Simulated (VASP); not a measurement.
# MnSi4C (F-43m) in VASP: notebook

MnSi4C is run at these levels: PBE; tasks: relaxation of cell and atoms, single point.

Program: VASP 6.6.1. These are calculated values, not measurements. Logs are shortened: lines on timing, memory, paths and dates and some standing lists are left out, and cuts for length are marked.

### 1 The cell of the first run

It takes space group F-43m (No. 216, cubic). Conventional cell: a = 7.273 Å, b = 7.273 Å, c = 7.273 Å, α = 90.00°, β = 90.00°, γ = 90.00°. Within 4.0 Å of Mn (site symmetry -43m) lie 12 Si at 3.02 Å and 4 C at 3.15 Å. Si (site symmetry 3m) has 6 Si at 2.57 Å and 3 C at 3.02 Å and 3 Mn at 3.02 Å within 3.4 Å. C (site symmetry -43m) has 12 Si at 3.02 Å and 4 Mn at 3.15 Å within 4.0 Å.

The cell was generated, and may not be a known phase.

### 2 Relaxation of cell and atoms, PBE, collinear spin, ferromagnetic start

The input, INCAR:

```
SYSTEM = MnSi4C
PREC = Accurate
ENCUT = 600
EDIFF = 1E-6
ISMEAR = 0
SIGMA = 0.1
LREAL = .False.
LASPH = .True.
NELM = 150
ALGO = Fast
ISIF = 3
LWAVE = .False.
LCHARG = .False.
ISPIN = 2
MAGMOM = 4 0 0 0 0 0
LORBIT = 11
LMAXMIX = 4
GGA = PE
IBRION = 2
NSW = 90
EDIFFG = -0.04
```

The input, KPOINTS:

```
regular mesh
0
Gamma
  4 4 4
  0 0 0
```

The input, POSCAR:

```
MnSi4C
1.0
    0.0000000000      3.6366808900      3.6366808900
    3.6366808900      0.0000000000      3.6366808900
    3.6366808900      3.6366808900      0.0000000000
Mn Si C
1 4 1
Direct
    0.7500000000      0.7500000000      0.7500000000
    0.8754939700      0.3748353400      0.3748353400
    0.3748353400      0.3748353400      0.3748353400
    0.3748353400      0.8754939700      0.3748353400
    0.3748353400      0.3748353400      0.8754939700
    0.0000000000      0.0000000000      0.0000000000
```

Potentials or basis: VASP PAW PBE potentials, release 64 (Mn_pv, Si, C).

Launch:

```sh
$ cat potpaw_PBE.64/Mn_pv/POTCAR potpaw_PBE.64/Si/POTCAR potpaw_PBE.64/C/POTCAR > POTCAR
$ mpirun -np 1 vasp_std > vasp.out
```

OUTCAR:

```text
SYSTEM = MnSi4C
   PREC = Accurate
   ENCUT = 600
   EDIFF = 1E-6
   ISMEAR = 0
   LREAL = .False.
   LASPH = .True.
   NELM = 150
   ISIF = 3
   ISPIN = 2
   LORBIT = 11
   GGA = PE
   IBRION = 2
   NSW = 90
   EDIFFG = -0.04

 ion  position               nearest neighbor table
   1  0.750  0.750  0.750-   4 3.02   2 3.02   5 3.02   5 3.02   2 3.02   4 3.02   3 3.02   3 3.02
                             3 3.02   5 3.02   4 3.02   2 3.02
   2  0.875  0.375  0.375-   3 2.57   4 2.57   5 2.57   4 2.57   5 2.57   3 2.57   1 3.02   1 3.02
                             1 3.02
   3  0.375  0.375  0.375-   2 2.57   4 2.57   5 2.57   2 2.57   4 2.57   5 2.57   1 3.02   1 3.02
                             1 3.02
   4  0.375  0.875  0.375-   2 2.57   3 2.57   5 2.57   2 2.57   5 2.57   3 2.57   1 3.02   1 3.02
                             1 3.02
   5  0.375  0.375  0.875-   2 2.57   3 2.57   4 2.57   4 2.57   2 2.57   3 2.57   1 3.02   1 3.02
                             1 3.02
   6  0.000  0.000  0.000-

  LATTYP: Found a face centered cubic cell.
 ALAT       =     7.2733617800

  Lattice vectors:

 A1 = (   0.0000000000,   3.6366808900,   3.6366808900)
 A2 = (   3.6366808900,   0.0000000000,   3.6366808900)
 A3 = (   3.6366808900,   3.6366808900,   0.0000000000)

Analysis of symmetry for initial positions (statically):
=====================================================================
 Subroutine PRICEL returns:
 Original cell was already a primitive cell.

 Routine SETGRP: Setting up the symmetry group for a
 face centered cubic supercell.

 Subroutine GETGRP returns: Found 24 space group operations
 (whereof 24 operations were pure point group operations)
 out of a pool of 48 trial point group operations.

The static configuration has the point symmetry T_d .

Analysis of symmetry for dynamics (positions and initial velocities):
=====================================================================
 Subroutine PRICEL returns:
 Original cell was already a primitive cell.

 Routine SETGRP: Setting up the symmetry group for a
 face centered cubic supercell.

 Subroutine GETGRP returns: Found 24 space group operations
 (whereof 24 operations were pure point group operations)
 out of a pool of 48 trial point group operations.

The dynamic configuration has the point symmetry T_d .

Analysis of structural, dynamic, and magnetic symmetry:
=====================================================================
 Subroutine PRICEL returns:
 Original cell was already a primitive cell.

[... 119 lines left out ...]
  volume/ion in A,a.u.               =      16.03       108.19
  Fermi-wavevector in a.u.,A,eV,Ry     =   1.146034  2.165691 17.869819  1.313395
  Thomas-Fermi vector in A             =   2.282720
   LORBIT       =     11    0 simple, 1 ext, 2 COOP (PROOUT), +10 PAW based schemes
   GGA     = PE    functional components
   LHFCALC =     F    Hartree Fock is set to
   AEXX    =    0.0000 exact exchange contribution
   IVDW    =     0    specifies the selected vdW correction
   LEPSILON=     F    determine dielectric tensor
   LRPA    =     F    only Hartree local field effects (RPA)
 conjugate gradient relaxation of ions
 spin polarized calculation
 RMM-DIIS sequential band-by-band and
 Gauss-broadening in eV      SIGMA  =   0.10
  energy-cutoff  :      600.00
  volume of cell :       96.19
 maximum number of plane-waves:      3250
 NGX is ok and might be reduce to    42
   NGX = 21   NGY = 21   NGZ = 21

--------------------------------------- Ionic step        1  -------------------------------------------

 number of electron      33.0000010 magnetization       2.7623165

 Free energy of the ion-electron system (eV)
  ---------------------------------------------------
  ext. energy  EPLUGINS =         0.00000000
  ---------------------------------------------------
  free energy    TOTEN  =       -31.98671555 eV

  energy without entropy =      -31.96402413  energy(sigma->0) =      -31.97536984

------------------------ aborting loop because EDIFF is reached ----------------------------------------

  FORCE on cell =-STRESS in cart. coord.  units (eV):
  Direction    XX          YY          ZZ          XY          YZ          ZX
  --------------------------------------------------------------------------------------
  -------------------------------------------------------------------------------------
  Total       -6.6191262     -6.6191262     -6.6191262     -0.0000000     -0.0000000      0.0000000
  in kB     -110.2467175   -110.2467175   -110.2467175     -0.0000000     -0.0000000      0.0000000
  external PRESSURE =    -110.2467175 kB  Pullay stress =       0.0000000 kB
[... 309 lines left out ...]
--------------------------------------- Ionic step        9  -------------------------------------------

 number of electron      33.0000008 magnetization       2.8792270

 Free energy of the ion-electron system (eV)
  ---------------------------------------------------
  ext. energy  EPLUGINS =         0.00000000
  ---------------------------------------------------
  free energy    TOTEN  =       -32.67376591 eV

  energy without entropy =      -32.64851941  energy(sigma->0) =      -32.66114266

 E-fermi :   9.0606     XC(G=0): -11.2985

 val. band max:        9.0255632279   @ k =  -0.2500   0.2500   0.0000
 cond. band min:       9.0817040610   @ k =   0.5000   0.2500   0.0000
 fundamental gap:      0.0561408331
 Fermi energy:         9.0605994890

 spin component 1

 k-point     1 :       0.0000    0.0000    0.0000
  band No.  band energies     occupation
      1     -40.7692      1.00000
      2     -40.7692      1.00000
      3     -40.7692      1.00000
      4      -5.3603      1.00000
      5       0.7059      1.00000
      6       1.6846      1.00000
[... 189 lines left out ...]
     21      10.9317      0.00000
     22      11.5704      0.00000
 Fermi energy:         9.0605994890

 spin component 2

 k-point     1 :       0.0000    0.0000    0.0000
  band No.  band energies     occupation
      1     -37.1384      1.00000
      2     -37.1384      1.00000
      3     -37.1384      1.00000
      4      -5.4336      1.00000
      5       0.3600      1.00000
      6       1.5365      1.00000
[... 222 lines left out ...]
  FREE ENERGIE OF THE ION-ELECTRON SYSTEM (eV)
  ---------------------------------------------------
  free  energy   TOTEN  =       -32.6737659062 eV

  energy  without entropy=      -32.6485194055  energy(sigma->0) =      -32.66114266

 reached required accuracy - stopping structural energy minimisation

 total charge

# of ion       s       p       d       tot
------------------------------------------
    1        0.212   6.158   5.069  11.438
    2        0.798   0.812   0.000   1.610
    3        0.798   0.812   0.000   1.610
    4        0.798   0.812   0.000   1.610
    5        0.798   0.812   0.000   1.610
    6        1.027   1.025   0.000   2.052
--------------------------------------------------
tot          4.429  10.431   5.069  19.929

 magnetization (x)

# of ion       s       p       d       tot
------------------------------------------
    1        0.030   0.016   3.369   3.415
    2        0.010  -0.024   0.000  -0.014
    3        0.010  -0.024   0.000  -0.014
    4        0.010  -0.024   0.000  -0.014
    5        0.010  -0.024   0.000  -0.014
    6       -0.000  -0.232   0.000  -0.232
--------------------------------------------------
tot          0.071  -0.312   3.369   3.128
```

CONTCAR:

```text
MnSi4C
   1.00000000000000
     0.0000000000000000    3.4472656410941456    3.4472656410941456
     3.4472656410941456   -0.0000000000000000    3.4472656410941456
     3.4472656410941456    3.4472656410941456    0.0000000000000000
  Mn              Si              C
     1     4     1
Direct
     0.7500000000000000    0.7500000000000000    0.7500000000000000
     0.8756652695458903    0.3747782401513672    0.3747782401513672
     0.3747782401513672    0.3747782401513672    0.3747782401513672
     0.3747782401513672    0.8756652695458903    0.3747782401513672
     0.3747782401513672    0.3747782401513672    0.8756652695458903
     0.0000000000000000    0.0000000000000000    0.0000000000000000

  0.00000000E+00  0.00000000E+00  0.00000000E+00
  0.00000000E+00  0.00000000E+00  0.00000000E+00
  0.00000000E+00  0.00000000E+00  0.00000000E+00
  0.00000000E+00  0.00000000E+00  0.00000000E+00
  0.00000000E+00  0.00000000E+00  0.00000000E+00
  0.00000000E+00  0.00000000E+00  0.00000000E+00
```

It took 25 min on 1 thread of Oxide Virtual Turin-like, shared host; peak memory 0.32 GiB.

What came out:

* Free energy: -32.6738 eV
* Relaxed volume: 13.66 Å³/atom
* Relaxed cell: a = 4.875 Å, b = 4.875 Å, c = 4.875 Å, α = 60.00°, β = 60.00°, γ = 60.00°
* Space group after relaxing (to 0.1 Å): F-43m (No. 216)
* Energy gained by relaxing: 114.5 meV/atom
* Ionic steps: 9
* Pressure after relaxing: -0.4 GPa
* Largest force after relaxing: 0.022 eV/Å
* Net moment: 2.88 μB per cell
* Site moments: Mn +3.42; Si -0.01; C -0.23 μB
* Valence electrons inside the program's atomic spheres: Mn 11.44; Si 1.61; C 2.05

Forces in eV/Å, atoms in the order of the input:
```
Mn   0.000  0.000  0.000
Si  -0.013  0.013  0.013
Si  -0.013 -0.013 -0.013
Si   0.013 -0.013  0.013
Si   0.013  0.013 -0.013
C    0.000  0.000  0.000
```

Step by step:
```
step  energy change (eV)  largest force (eV/Å)  pressure (GPa)  volume (Å³)
   1              0.0000                0.0381          -11.02        96.19
   2              0.4300                0.1112            1.54        81.64
   3             -0.6790                0.0054           -1.78        83.10
   4             -0.6855                0.0123           -0.88        82.30
   5             -0.6867                0.0147           -0.57        82.04
   6             -0.6868                0.0138           -0.53        82.01
   7             -0.6868                0.0277           -0.54        82.00
   8             -0.6869                0.0263           -0.52        81.98
   9             -0.6871                0.0217           -0.45        81.93
```

Final structure:
```xyz
6
Lattice="0.0000 3.4473 3.4473 3.4473 0.0000 3.4473 3.4473 3.4473 0.0000" Properties=species:S:1:pos:R:3 pbc="T T T"
Mn    5.1709    5.1709    5.1709
Si    2.5839    4.3106    4.3106
Si    2.5839    2.5839    2.5839
Si    4.3106    2.5839    4.3106
Si    4.3106    4.3106    2.5839
C     0.0000    0.0000    0.0000
```

Caveat: the k points lie up to 0.39 Å⁻¹ apart in the final cell.

### 3 Single point, PBE, collinear spin, ferrimagnetic start

This run uses another cell than the first one, of 13.66 Å³/atom.

The input, INCAR:

```
PREC = Accurate
ENCUT = 520
EDIFF = 1E-6
ISMEAR = 0
SIGMA = 0.1
LREAL = False
LASPH = True
NELM = 150
ALGO = Normal
ISIF = 2
LWAVE = False
LCHARG = False
ISPIN = 2
MAGMOM = 3.8 0 0 0 0 -0.43
LORBIT = 11
LMAXMIX = 4
GGA = PE
NBANDS = 30
```

The input, KPOINTS:

```
Automatic mesh
0
Gamma
  10 10 10
```

The input, POSCAR:

```
MnSi4C
1.0
    0.0000000000      3.4478289500      3.4478289500
    3.4478289500      0.0000000000      3.4478289500
    3.4478289500      3.4478289500      0.0000000000
Mn Si C
1 4 1
Direct
    0.2500000000      0.2500000000      0.2500000000
    0.6254880302      0.6254880302      0.1235359095
    0.6254880302      0.1235359095      0.6254880302
    0.1235359095      0.6254880302      0.6254880302
    0.6254880302      0.6254880302      0.6254880302
    0.0000000000      0.0000000000      0.0000000000
```

Potentials or basis: VASP PAW PBE potentials, release 64 (Mn_pv, Si, C).

Launch:

```sh
$ cat potpaw_PBE.64/Mn_pv/POTCAR potpaw_PBE.64/Si/POTCAR potpaw_PBE.64/C/POTCAR > POTCAR
$ mpirun -np 1 vasp_std > vasp.out
```

OUTCAR:

```text
PREC = Accurate
   ENCUT = 520
   EDIFF = 1E-6
   ISMEAR = 0
   LREAL = False
   LASPH = True
   NELM = 150
   ISIF = 2
   ISPIN = 2
   LORBIT = 11
   GGA = PE

 ion  position               nearest neighbor table
   1  0.250  0.250  0.250-   3 2.86   4 2.86   2 2.86   4 2.86   2 2.86   3 2.86   5 2.86   5 2.86
                             5 2.86   2 2.86   3 2.86   4 2.86
   2  0.625  0.625  0.124-   3 2.43   4 2.43   5 2.43   5 2.45   3 2.45   4 2.45   1 2.86   1 2.86
                             1 2.86
   3  0.625  0.124  0.625-   2 2.43   4 2.43   5 2.43   2 2.45   5 2.45   4 2.45   1 2.86   1 2.86
                             1 2.86
   4  0.124  0.625  0.625-   2 2.43   3 2.43   5 2.43   5 2.45   2 2.45   3 2.45   1 2.86   1 2.86
                             1 2.86
   5  0.625  0.625  0.625-   2 2.43   3 2.43   4 2.43   2 2.45   3 2.45   4 2.45   1 2.86   1 2.86
                             1 2.86
[... 1735 lines left out ...]
      2.58251      4.31315      2.58251         0.000606     -0.000606      0.000606
      4.31315      2.58251      2.58251        -0.000606      0.000606      0.000606
      4.31315      4.31315      4.31315        -0.000606     -0.000606     -0.000606
      0.00000      0.00000      0.00000        -0.000000     -0.000000     -0.000000
 -----------------------------------------------------------------------------------
    total drift:                               -0.000000     -0.000000      0.000001

  FREE ENERGIE OF THE ION-ELECTRON SYSTEM (eV)
  ---------------------------------------------------
  free  energy   TOTEN  =       -32.7057101784 eV

  energy  without entropy=      -32.6907072633  energy(sigma->0) =      -32.69820872

 total charge

# of ion       s       p       d       tot
------------------------------------------
    1        0.219   6.160   5.047  11.425
    2        0.799   0.813   0.000   1.612
    3        0.799   0.813   0.000   1.612
    4        0.799   0.813   0.000   1.612
    5        0.799   0.813   0.000   1.612
    6        1.026   1.020   0.000   2.046
--------------------------------------------------
tot          4.441  10.432   5.047  19.920

 magnetization (x)

# of ion       s       p       d       tot
------------------------------------------
    1        0.035   0.018   3.475   3.528
    2        0.014  -0.015   0.000  -0.002
    3        0.014  -0.015   0.000  -0.002
    4        0.014  -0.015   0.000  -0.002
    5        0.014  -0.015   0.000  -0.002
    6        0.001  -0.178   0.000  -0.176
--------------------------------------------------
tot          0.092  -0.222   3.475   3.345
```

OSZICAR:

```text
N       E                     dE             d eps       ncg     rms          rms(c)
DAV:   1     0.184140672191E+03    0.18414E+03   -0.15581E+04  5736   0.105E+03
DAV:   2    -0.248305510338E+02   -0.20897E+03   -0.19594E+03  5970   0.261E+02
DAV:   3    -0.370189689374E+02   -0.12188E+02   -0.11492E+02  7104   0.613E+01
[... 15 lines left out ...]
DAV:  19    -0.327057089703E+02   -0.42115E-04   -0.42808E-05  7326   0.576E-02    0.274E-02
DAV:  20    -0.327057283306E+02   -0.19360E-04   -0.70086E-05  7044   0.631E-02    0.503E-02
DAV:  21    -0.327057048855E+02    0.23445E-04   -0.53201E-05  6580   0.713E-02    0.268E-02
DAV:  22    -0.327057102542E+02   -0.53687E-05   -0.49105E-06  5814   0.146E-02    0.110E-02
DAV:  23    -0.327057101784E+02    0.75834E-07   -0.43560E-07  3120   0.587E-03
   1 F= -.32705710E+02 E0= -.32698209E+02  d E =-.150029E-01  mag=     3.2529
```

Run time: 8.6 min. Hardware: 1 thread of Oxide Virtual Turin-like, shared host; peak memory 0.32 GiB.

What came out:

```
Free energy                                           : -32.7057 eV
Pressure                                              : -0.1 GPa
Net moment                                            : 3.25 μB per cell
Site moments                                          : Mn +3.53; Si -0.00; C -0.18 μB
Valence electrons inside the program's atomic spheres : Mn 11.43; Si 1.61; C 2.05
```
